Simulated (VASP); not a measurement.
A run of VASP 6.6.1:

The input INCAR:

```
SYSTEM = Rb
ALGO = Normal
EDIFF = 1E-6
ENCUT = 520
GGA = RE
ISIF = 2
ISMEAR = -1
LASPH = .TRUE.
LCHARG = .FALSE.
LREAL = .FALSE.
LWAVE = .FALSE.
NBANDS = 10
NELM = 80
PREC = Accurate
SIGMA = 0.1
```

The input KPOINTS:

```
k-points
0
G
  9 9 9
  0 0 0
```

Contents of POSCAR:

```
Rb
1.0
    0.0000000000      3.7761127109      3.7761127109
    3.7761127109      0.0000000000      3.7761127109
    3.7761127109      3.7761127109      0.0000000000
Rb
1
Direct
    0.0000000000      0.0000000000      0.0000000000
```

Potentials or basis: VASP PAW PBE potentials, release 64 (Rb_sv).

Command:

```console
$ cat potpaw_PBE.64/Rb_sv/POTCAR > POTCAR
$ mpirun -np 1 vasp_std > vasp.out
```

Hardware: 1 thread of Intel(R) Xeon(R) Platinum 8259CL CPU @ 2.50GHz (Skylake/Cascade Lake) (shared host).

Estimate the wall time of this run.

It took 19 s on 1 thread of Intel(R) Xeon(R) Platinum 8259CL CPU @ 2.50GHz (Skylake/Cascade Lake), on a shared host, peak memory 0.23 GiB. Counts: scf iterations 10, k points 35.
